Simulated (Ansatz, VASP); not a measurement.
# One calculation of RbP6, two programs

```xyz
7
Lattice="0.0000 4.0817 4.0817 4.0817 0.0000 4.0817 4.0817 4.0817 0.0000" Properties=species:S:1:pos:R:3 pbc="T T T"
Rb    0.0000    0.0000    0.0000
P     2.0408    2.0408    4.0817
P     2.0408    4.0817    2.0408
P     2.0408    2.0408    0.0000
P     2.0408    0.0000    2.0408
P     4.0817    2.0408    2.0408
P     0.0000    2.0408    2.0408
```

Change from the starting cell: species swapped into the Zn6Mo type (Fm-3m, No. 225).

Alike in both runs: functional PBE; k mesh 4 × 4 × 4; occupations gaussian, width 0.1 eV; no spin polarisation.

Ansatz relaxed the structure, and its values are those at the end. VASP's run is a single point on that final structure, the one shown.

|  | VASP | Ansatz |
| --- | --- | --- |
| version | VASP 6.6.1 | Ansatz 0.2.0 |
| potentials or method | VASP PAW PBE potentials, release 64 (Rb_sv, P), cutoff 520 eV | scalar-relativistic, plane waves, PAW |
| valence electrons in the cell | 39 | 39 |

|  | VASP | Ansatz | Ansatz less VASP |
| --- | --- | --- | --- |
| gap on the k mesh at the Fermi level (eV) | none | none | - |
| pressure (GPa) | -0.1 | -0.3 | -0.15 |

A gap of «none» marks a metal or a gap that the smearing closes. The functional is the same, so the differences come from potentials, cutoffs and numerics.
